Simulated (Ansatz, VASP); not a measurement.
## One calculation of InP3, two programs

INCAR

```
SYSTEM = InP3
  PREC = Accurate
  ENCUT = 520
  EDIFF = 1E-7
  ISMEAR = 0
  SIGMA = 0.15
  LREAL = .FALSE.
  LASPH = .TRUE.
  NELM = 60
  ALGO = Normal
  ISIF = 2
  LWAVE = .FALSE.
  LCHARG = .FALSE.
  GGA = PS
  NBANDS = 38
```

KPOINTS

```
regular mesh
0
G
  6 6 6
  0 0 0
```

POSCAR

```
InP3
1.0
    4.0121857222      2.3164365067      3.5417263837
   -4.0121857222      2.3164365067      3.5417263837
    0.0000000000     -4.6328730135      3.5417263837
In P
2 6
Direct
    0.2732789115      0.2732789115      0.2732789115
    0.7267210885      0.7267210885      0.7267210885
    0.7947108827      0.2411926280      0.7947108827
    0.7947108827      0.7947108827      0.2411926280
    0.2411926280      0.7947108827      0.7947108827
    0.2052891173      0.7588073720      0.2052891173
    0.7588073720      0.2052891173      0.2052891173
    0.2052891173      0.2052891173      0.7588073720
```

Input for Ansatz:

```yaml
crystal:
  lattice:
    - [4.0121857222, 2.3164365067, 3.5417263837]
    - [-4.0121857222, 2.3164365067, 3.5417263837]
    - [0.0, -4.6328730135, 3.5417263837]
  atoms:
    - { symbol: In, position: [0.2732789115, 0.2732789115, 0.2732789115] }
    - { symbol: In, position: [0.7267210885, 0.7267210885, 0.7267210885] }
    - { symbol: P, position: [0.7947108827, 0.241192628, 0.7947108827] }
    - { symbol: P, position: [0.7947108827, 0.7947108827, 0.241192628] }
    - { symbol: P, position: [0.241192628, 0.7947108827, 0.7947108827] }
    - { symbol: P, position: [0.2052891173, 0.758807372, 0.2052891173] }
    - { symbol: P, position: [0.758807372, 0.2052891173, 0.2052891173] }
    - { symbol: P, position: [0.2052891173, 0.2052891173, 0.758807372] }
basis:
  ecutwfc: 420
kpoints:
  mp_grid: { grid: [6, 6, 6] }
hamiltonian:
  xc: pbesol
scf:
  occupations: { method: gaussian, width: 0.15 }
output:
  forces: true
  stress: true
  eigenvalues: true
```

Change from the starting cell: strain +0.080 along x and y, +0.080 along z, atoms carried along.

Alike in both runs: task single point; functional PBEsol; k mesh 6 × 6 × 6; occupations gaussian, width 0.15 eV; no spin polarisation.

```csv
,VASP,Ansatz
version,VASP 6.6.1,Ansatz 0.2.0
potentials or method,"VASP PAW PBE potentials, release 64 (In_d, P), cutoff 520 eV","scalar-relativistic, plane waves, PAW"
valence electrons in the cell,56,56
```

Ansatz gave:

| Property | Result |
| --- | --- |
| gap on the k mesh at the Fermi level (eV) | none |
| pressure (GPa) | -11.7 |
| traceless stress, the component that is largest in VASP (GPa) | 2.36 |
| rms of the force components (eV/Å) | 0.713 |

**Question.** Estimate VASP's values.

**Answer.** gap on the k mesh at the Fermi level (eV): none; pressure (GPa): -11.8; traceless stress, the component that is largest in VASP (GPa): 2.38; rms of the force components (eV/Å): 0.719.

VASP's potentials were made for PBE, not for PBEsol. Atom by atom the forces differ by 0.006 eV/Å (rms over components). A gap of «none» marks a metal or a gap that the smearing closes.
